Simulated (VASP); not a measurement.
# Mo3H (P6_3/mmc) in VASP: relaxation of cell and atoms with PBE

Aim: the relaxation of cell and atoms of Mo3H with PBE.

Everything below comes from runs of VASP 6.6.1. Logs are shortened: lines on timing, memory, paths and dates and some standing lists are left out, and cuts for length are marked.

### Step 1. The cell of the first run

Symmetry: P6_3/mmc, No. 194, hexagonal system. The conventional cell has a = 4.371 Å, b = 4.371 Å, c = 9.077 Å, α = 90.00°, β = 90.00°, γ = 120.00°. Within 3.0 Å of H (site symmetry -6m2) lie 5 Mo at 2.25 to 2.52 Å. Mo (site symmetry -6m2) has 2 Mo at 2.29 Å and 3 H at 2.52 Å within 3.0 Å. Mo (site symmetry 3m) has 1 H at 2.25 Å and 4 Mo at 2.29 to 2.52 Å within 3.0 Å.

The cell was built from a structure type or drawn by symmetry, and may not be a known phase.

### Step 2. Relaxation of cell and atoms, PBE

File INCAR:

```
SYSTEM = Mo3H
  ALGO = Normal
  EDIFF = 1E-7
  EDIFFG = -0.08
  ENCUT = 600
  GGA = PE
  IBRION = 2
  ISIF = 3
  ISMEAR = 0
  LASPH = .TRUE.
  LCHARG = .FALSE.
  LREAL = .FALSE.
  LWAVE = .FALSE.
  NELM = 60
  NSW = 36
  PREC = Accurate
  SIGMA = 0.2
```

File KPOINTS:

```
k-points
0
G
  4 4 2
  0 0 0
```

File POSCAR:

```
Mo3H
1.0
    4.3711397400      0.0000000000      0.0000000000
   -2.1855698700      3.7855180600      0.0000000000
    0.0000000000      0.0000000000      9.0772856500
H Mo
2 6
Direct
    0.3333333300      0.6666666700      0.2500000000
    0.6666666700      0.3333333300      0.7500000000
    0.3333333300      0.6666666700      0.7500000000
    0.6666666700      0.3333333300      0.2500000000
    0.3333333300      0.6666666700      0.0022350600
    0.6666666700      0.3333333300      0.5022350600
    0.6666666700      0.3333333300      0.9977649400
    0.3333333300      0.6666666700      0.4977649400
```

Potentials or basis: VASP PAW PBE potentials, release 64 (H, Mo_sv).

On the command line:

```console
> cat potpaw_PBE.64/H/POTCAR potpaw_PBE.64/Mo_sv/POTCAR > POTCAR
> mpirun -np 1 vasp_std > vasp.out
```

OUTCAR:

```text
SYSTEM = Mo3H
   EDIFF = 1E-7
   EDIFFG = -0.08
   ENCUT = 600
   GGA = PE
   IBRION = 2
   ISIF = 3
   ISMEAR = 0
   LASPH = .TRUE.
   LREAL = .FALSE.
   NELM = 60
   NSW = 36
   PREC = Accurate

 ion  position               nearest neighbor table
   1  0.333  0.667  0.250-
   2  0.667  0.333  0.750-
   3  0.333  0.667  0.750-   5 2.29   8 2.29   6 3.38   7 3.38   6 3.38   7 3.38   7 3.38   6 3.38

   4  0.667  0.333  0.250-   6 2.29   7 2.29   5 3.38   8 3.38   5 3.38   8 3.38   5 3.38   8 3.38

   5  0.333  0.667  0.002-   3 2.29   7 2.52   7 2.52   7 2.52   4 3.38   4 3.38   4 3.38
   6  0.667  0.333  0.502-   4 2.29   8 2.52   8 2.52   8 2.52   3 3.38   3 3.38   3 3.38
   7  0.667  0.333  0.998-   4 2.29   5 2.52   5 2.52   5 2.52   3 3.38   3 3.38   3 3.38
   8  0.333  0.667  0.498-   3 2.29   6 2.52   6 2.52   6 2.52   4 3.38   4 3.38   4 3.38

  LATTYP: Found a hexagonal cell.
 ALAT       =     4.3711397400
 C/A-ratio  =     2.0766404622

  Lattice vectors:

 A1 = (   4.3711397400,   0.0000000000,   0.0000000000)
 A2 = (  -2.1855698700,   3.7855180600,   0.0000000000)
 A3 = (   0.0000000000,   0.0000000000,   9.0772856500)

Analysis of symmetry for initial positions (statically):
=====================================================================
 Subroutine PRICEL returns:
 Original cell was already a primitive cell.

 Routine SETGRP: Setting up the symmetry group for a
 hexagonal supercell.

 Subroutine GETGRP returns: Found 24 space group operations
 (whereof 12 operations were pure point group operations)
 out of a pool of 24 trial point group operations.

The static configuration has the point symmetry D_3d.
 The point group associated with its full space group is D_6h.

Analysis of symmetry for dynamics (positions and initial velocities):
=====================================================================
 Subroutine PRICEL returns:
 Original cell was already a primitive cell.

 Routine SETGRP: Setting up the symmetry group for a
 hexagonal supercell.

 Subroutine GETGRP returns: Found 24 space group operations
 (whereof 12 operations were pure point group operations)
 out of a pool of 24 trial point group operations.

The dynamic configuration has the point symmetry D_3d.
 The point group associated with its full space group is D_6h.

 Subroutine INISYM returns: Found 24 space group operations
 (whereof 12 operations are pure point group operations),
 and found     1 'primitive' translations

----------------------------------------------------------------------------------------

                                     Primitive cell

  volume of cell :     150.2021

  direct lattice vectors                    reciprocal lattice vectors
     4.371139740  0.000000000  0.000000000     0.228773286  0.132082318  0.000000000
    -2.185569870  3.785518060  0.000000000     0.000000000  0.264164636  0.000000000
     0.000000000  0.000000000  9.077285650     0.000000000  0.000000000  0.110165091

  length of vectors
     4.371139740  4.371139741  9.077285650     0.264164636  0.264164636  0.110165091

  position of ions in fractional coordinates (direct lattice)
     0.333333330  0.666666670  0.250000000
     0.666666670  0.333333330  0.750000000
     0.333333330  0.666666670  0.750000000
     0.666666670  0.333333330  0.250000000
     0.333333330  0.666666670  0.002235060
     0.666666670  0.333333330  0.502235060
     0.666666670  0.333333330  0.997764940
     0.333333330  0.666666670  0.497764940

  ion indices of the primitive-cell ions
   primitive index   ion index
                 1           1
                 2           2
                 3           3
                 4           4
                 5           5
                 6           6
                 7           7
                 8           8

----------------------------------------------------------------------------------------

 KPOINTS: k-points

Automatic generation of k-mesh.
 Grid dimensions read from file:
 generate k-points for:    4    4    2

 Generating k-lattice:

  Cartesian coordinates                     Fractional coordinates (reciprocal lattice)
     0.057193321  0.033020579  0.000000000     0.250000000  0.000000000  0.000000000
     0.000000000  0.066041159  0.000000000     0.000000000  0.250000000  0.000000000
     0.000000000  0.000000000  0.055082546     0.000000000  0.000000000  0.500000000

  Length of vectors
     0.066041159  0.066041159  0.055082546

  Shift w.r.t. Gamma in fractional coordinates (k-lattice)
     0.000000000  0.000000000  0.000000000

 Subroutine IBZKPT returns following result:
 ===========================================

 Found      8 irreducible k-points:

 Following reciprocal coordinates:
            Coordinates               Weight
  0.000000  0.000000  0.000000      1.000000
  0.250000  0.000000  0.000000      6.000000
  0.500000  0.000000  0.000000      3.000000
  0.250000  0.250000  0.000000      6.000000
  0.000000  0.000000  0.500000      1.000000
  0.250000  0.000000  0.500000      6.000000
  0.500000  0.000000  0.500000      3.000000
  0.250000  0.250000  0.500000      6.000000
   k-points           NKPTS =      8   k-points in BZ     NKDIM =      8   number of bands    NBANDS=     51
   number of dos      NEDOS =    301   number of ions     NIONS =      8
   total plane-waves  NPLWV = 103680
   dimension x,y,z NGX =    36 NGY =   36 NGZ =   80
   dimension x,y,z NGXF=    72 NGYF=   72 NGZF=  160
   ions per type =               2   6
   NGX,Y,Z   is equivalent  to a cutoff of  13.69, 13.69, 14.65 a.u.
   NGXF,Y,Z  is equivalent  to a cutoff of  27.38, 27.38, 29.30 a.u.
 SYSTEM =  Mo3H
   PREC   = accura    normal or accurate (medium, high low for compatibility)
   ISTART =      0    job   : 0-new  1-cont  2-samecut
   ICHARG =      2    charge: 1-file 2-atom 10-const
   ISPIN  =      1    spin polarized calculation?
   LNONCOLLINEAR =      F non collinear calculations
   LSORBIT =      F    spin-orbit coupling
   LASPH  =      T    aspherical Exc in radial PAW
   ENCUT  =  600.0 eV  44.10 Ry    6.64 a.u.   8.73  8.73 18.13*2*pi/ulx,y,z
   NELM   =     60;   NELMIN=  2; NELMDL= -5     # of ELM steps
   EDIFF  = 0.1E-06   stopping-criterion for ELM
   LREAL  =      F    real-space projection
   EDIFFG = -.8E-01   stopping-criterion for IOM
   NSW    =     36    number of steps for IOM
   IBRION =      2    ionic relax: 0-MD 1-quasi-New 2-CG
   NFREE  =      1    steps in history (QN), initial steepest desc. (CG)
   ISIF   =      3    stress and relaxation
   ISYM   =      2    0-nonsym 1-usesym 2-fastsym
   POTIM  = 0.5000    time-step for ionic-motion
   TEBEG  =    0.0;   TEEND  =   0.0 temperature during run
   PSTRESS=    0.0 pullay stress
   NELECT =      86.0000    total number of electrons
   NUPDOWN=      -1.0000    fix difference up-down
   EMIN   =  10.00;   EMAX   =-10.00  energy-range for DOS
   EFERMI =   0.00;   METHOD = LEGACY
   ISMEAR =     0;   SIGMA  =   0.20  broadening in eV -4-tet -1-fermi 0-gaus
   EFERMI_NEDOS =   21; number of points for ismear=-14 and -15
   IALGO  =     38    algorithm
   IMIX   =      4    mixing-type and parameters
     AMIX     =   0.40;   BMIX     =  1.00
     AMIX_MAG =   1.60;   BMIX_MAG =  1.00
  volume/ion in A,a.u.               =      18.78       126.70
  Fermi-wavevector in a.u.,A,eV,Ry     =   1.359405  2.568904 25.143334  1.847983
  Thomas-Fermi vector in A             =   2.486156
   LORBIT       =      0    0 simple, 1 ext, 2 COOP (PROOUT), +10 PAW based schemes
   GGA     = PE    functional components
   LHFCALC =     F    Hartree Fock is set to
   AEXX    =    0.0000 exact exchange contribution
   IVDW    =     0    specifies the selected vdW correction
   LEPSILON=     F    determine dielectric tensor
   LRPA    =     F    only Hartree local field effects (RPA)
 conjugate gradient relaxation of ions
 non-spin polarized calculation
 Gauss-broadening in eV      SIGMA  =   0.20
  energy-cutoff  :      600.00
  volume of cell :      150.20
 maximum number of plane-waves:      5040
 NGX is ok and might be reduce to    36
   NGX = 17   NGY = 17   NGZ = 37

--------------------------------------- Ionic step        1  -------------------------------------------

 number of electron      85.9999996 magnetization

 Free energy of the ion-electron system (eV)
  ---------------------------------------------------
  ext. energy  EPLUGINS =         0.00000000
  ---------------------------------------------------
  free energy    TOTEN  =       -59.95431385 eV

  energy without entropy =      -59.77387208  energy(sigma->0) =      -59.86409297

------------------------ aborting loop because EDIFF is reached ----------------------------------------

  FORCE on cell =-STRESS in cart. coord.  units (eV):
  Direction    XX          YY          ZZ          XY          YZ          ZX
  --------------------------------------------------------------------------------------
  -------------------------------------------------------------------------------------
  Total       -8.0365625     -8.0365625      5.2419219      0.0000000      0.0000000      0.0000000
  in kB      -85.7244867    -85.7244868     55.9145856      0.0000000      0.0000000      0.0000000
  external PRESSURE =     -38.5114627 kB  Pullay stress =       0.0000000 kB
[... 107 lines left out ...]
  FREE ENERGIE OF THE ION-ELECTRON SYSTEM (eV)
  ---------------------------------------------------
  free  energy   TOTEN  =       -63.5278916904 eV

  energy  without entropy=      -63.3236844460  energy(sigma->0) =      -63.42578807

 E-fermi :   9.3226     XC(G=0): -11.9949

 val. band max:        9.2378558233   @ k =   0.2500   0.0000   0.0000
 cond. band min:       9.3431250995   @ k =   0.5000   0.0000   0.0000
 fundamental gap:      0.1052692762
 Fermi energy:         9.3226302067

 k-point     1 :       0.0000    0.0000    0.0000
  band No.  band energies     occupation
      1     -51.8149      2.00000
      2     -51.7810      2.00000
      3     -51.6081      2.00000
      4     -51.5530      2.00000
      5     -51.3668      2.00000
      6     -51.3461      2.00000
[... 421 lines left out ...]
     50      10.5283      0.00000
     51      10.8445      0.00000

[... ionic steps 4 to 16 ...]

--------------------------------------- Ionic step       17  -------------------------------------------

 number of electron      85.9999990 magnetization

------------------------ aborting loop because EDIFF is reached ----------------------------------------

  FORCE on cell =-STRESS in cart. coord.  units (eV):
  Direction    XX          YY          ZZ          XY          YZ          ZX
  --------------------------------------------------------------------------------------
  -------------------------------------------------------------------------------------
  Total       -2.2204865     -2.2204865     -2.6490295      0.0000000      0.0000000      0.0000000
  in kB      -33.5394792    -33.5394792    -40.0124346      0.0000000      0.0000000      0.0000000
  external PRESSURE =     -35.6971310 kB  Pullay stress =       0.0000000 kB
[... 69 lines left out ...]
  energy  without entropy=      -68.7857537398  energy(sigma->0) =      -68.87549891

--------------------------------------- Ionic step       19  -------------------------------------------

 number of electron      85.9999989 magnetization

 Free energy of the ion-electron system (eV)
  ---------------------------------------------------
  ext. energy  EPLUGINS =         0.00000000
  ---------------------------------------------------
  free energy    TOTEN  =       -68.96981340 eV

  energy without entropy =      -68.78865745  energy(sigma->0) =      -68.87923542

 E-fermi :  11.1043     XC(G=0): -12.8975

 val. band max:       11.0468391210   @ k =   0.5000   0.0000   0.0000
 cond. band min:      11.1345960414   @ k =   0.2500   0.0000   0.0000
 fundamental gap:      0.0877569204
 Fermi energy:        11.1042865926

 k-point     1 :       0.0000    0.0000    0.0000
  band No.  band energies     occupation
      1     -49.8202      2.00000
      2     -49.7735      2.00000
      3     -49.7289      2.00000
      4     -49.6596      2.00000
      5     -49.4808      2.00000
      6     -49.4579      2.00000
[... 456 lines left out ...]
  FREE ENERGIE OF THE ION-ELECTRON SYSTEM (eV)
  ---------------------------------------------------
  free  energy   TOTEN  =       -68.9698133992 eV

  energy  without entropy=      -68.7886574488  energy(sigma->0) =      -68.87923542

 reached required accuracy - stopping structural energy minimisation
```

Run time: 42 min. Hardware: 1 thread of Intel Xeon 8259CL, shared host; peak memory 0.36 GiB.

Results:

- Free energy: -68.9698 eV
- Relaxed volume: 13.06 Å³/atom
- Relaxed cell: a = 3.086 Å, b = 3.086 Å, c = 12.671 Å, α = 90.00°, β = 90.00°, γ = 120.00°
- Space group after relaxing (to 0.1 Å): P6_3/mmc (No. 194)
- Energy gained by relaxing: 1126.9 meV/atom
- Ionic steps: 19
- Pressure after relaxing: 0.0 GPa
- Largest force after relaxing: 0.019 eV/Å
- Band gap on the k mesh: zero (bands 43 and 44 overlap by 1.74 eV)

Forces in eV/Å, atoms in the order of the input:
```
H    0.000  0.000  0.000
H    0.000  0.000  0.000
Mo   0.000  0.000  0.000
Mo   0.000  0.000  0.000
Mo   0.000  0.000  0.019
Mo   0.000  0.000  0.019
Mo   0.000  0.000 -0.019
Mo   0.000  0.000 -0.019
```

Step by step:
```csv
step,energy change (eV),largest force (eV/Å),pressure (GPa),volume (Å³)
1,0.0000,4.7812,-3.85,150.20
2,-3.2318,0.8830,-9.09,140.30
3,-3.5736,0.2011,-8.99,136.58
4,-4.8364,2.0202,-9.56,129.10
5,-5.1628,4.6821,4.22,114.04
6,-6.1044,0.1067,-8.39,122.86
7,-6.2300,1.2889,-6.57,120.25
8,-6.7363,0.9822,18.44,102.29
9,-6.8664,1.0631,8.86,107.50
10,-7.7938,0.9652,-1.94,109.62
11,-8.4561,2.1182,-3.08,110.44
12,-8.1614,1.0771,-1.40,109.10
13,-8.5578,1.3303,-3.60,110.18
14,-8.5587,1.3915,-3.62,110.22
15,-8.8210,1.0538,-1.01,107.12
16,-8.9501,0.6709,4.36,103.15
17,-8.9953,0.1346,-3.57,106.07
18,-9.0109,0.0996,-0.98,105.05
19,-9.0155,0.0195,-0.01,104.49
```

Final structure:
```
CELL_PARAMETERS angstrom
3.08583 0.00000 0.00000
-1.54291 2.67241 0.00000
0.00000 0.00000 12.67072
ATOMIC_POSITIONS crystal
H 0.33333 0.66667 0.25000
H 0.66667 0.33333 0.75000
Mo 0.33333 0.66667 0.75000
Mo 0.66667 0.33333 0.25000
Mo 0.33333 0.66667 0.07457
Mo 0.66667 0.33333 0.57457
Mo 0.66667 0.33333 0.92543
Mo 0.33333 0.66667 0.42543
```

Levels at points of the mesh, in eV from the Fermi level:
```csv
k point,band 39,band 40,band 41,band 42,band 43,band 44,band 45,band 46,band 47,band 48
"(0.00, 0.00, 0.00)",-1.40,-1.40,-0.88,-0.55,-0.54,-0.54,-0.28,-0.28,0.09,0.22
"(0.50, 0.00, 0.00)",-0.74,-0.16,-0.06,0.32,0.88,1.16,1.23,1.63,1.72,2.04
"(0.00, 0.00, 0.50)",-0.94,-0.94,-0.87,-0.87,-0.87,-0.87,0.34,0.34,0.34,0.34
"(0.50, 0.00, 0.50)",0.09,0.09,0.09,0.09,0.85,0.85,1.11,1.11,2.01,2.01
```

Caveat: the k points lie up to 0.59 Å⁻¹ apart in the final cell, too coarse for converged energies and pressures of a metal; the volume moved by over 15 % at a fixed basis, so the end points are rough.
